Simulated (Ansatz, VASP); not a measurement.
# One calculation of AlRu, two programs

INCAR

```
SYSTEM = AlRu
PREC     = Accurate       ! precision mode
ENCUT    = 600            ! plane-wave cutoff, eV
EDIFF    = 1E-6           ! SCF threshold, eV
ISMEAR   = -1             ! smearing method
SIGMA    = 0.08           ! smearing width, eV
LREAL    = .False.        ! projectors in reciprocal space
LASPH    = .True.         ! aspherical terms in the spheres
NELM     = 80             ! most SCF steps
ALGO     = Normal         ! electronic algorithm
ISIF     = 3              ! what is computed and relaxed
LWAVE    = .False.        ! write WAVECAR
LCHARG   = .False.        ! write CHGCAR
GGA      = CA             ! functional
IBRION   = 2              ! ionic algorithm
NSW      = 100            ! ionic steps
EDIFFG   = -0.002         ! ionic threshold
```

Contents of KPOINTS:

```
Automatic mesh
0
Gamma
  14 14 14
  0 0 0
```

File POSCAR:

```
AlRu
1.0
    2.9916000000      0.0000000000      0.0000000000
    0.0000000000      2.9916000000      0.0000000000
    0.0000000000      0.0000000000      2.9916000000
Al Ru
1 1
Direct
    0.0000000000      0.0000000000      0.0000000000
    0.5000000000      0.5000000000      0.5000000000
```

Input for Ansatz:

```yaml
crystal:
  lattice:
    - [2.9916, 0.0, 0.0]
    - [0.0, 2.9916, 0.0]
    - [0.0, 0.0, 2.9916]
  atoms:
    - { symbol: Al, position: [0.0, 0.0, 0.0] }
    - { symbol: Ru, position: [0.5, 0.5, 0.5] }
kpoints:
  mp_grid: { grid: [14, 14, 14] }
scf:
  occupations: { method: fermi_dirac, width: 0.08 }
hamiltonian:
  xc: lda
  pseudopotentials: { kind: paw }
relax:
  f_tol: 0.002
  max_steps: 80
  cell: {}
output:
  forces: true
  stress: true
  write_density: true
  write_potential: true
  elf: true
  volumetric_format: npy
```

Alike in both runs: task relaxation of cell and atoms; functional LDA; k mesh 14 × 14 × 14; occupations fermi-dirac, width 0.08 eV; no spin polarisation.

```csv
,VASP,Ansatz
version,VASP 6.6.1,Ansatz 0.2.0
potentials or method,"VASP PAW LDA potentials, release 64 (Al, Ru_pv)","PAW with Ansatz's default frozen-core files, scalar-relativistic"
plane-wave cutoff (eV),600,420
valence electrons in the cell,17,19
```

VASP gave:

- relaxed volume (Å³/atom): 12.92
- relaxed length of the cell vector where the two differ most in proportion (Å): 2.957

What did Ansatz give for the same quantities?

Relaxed volume (Å³/atom): 12.89; relaxed length of the cell vector where the two differ most in proportion (Å): 2.954.

LDA's correlation is that of Perdew and Zunger in VASP and of Perdew and Wang (1992) in Ansatz. VASP's potentials hold 17 valence electrons a cell and Ansatz's 19, so a difference there can come from the potentials and not from the codes.
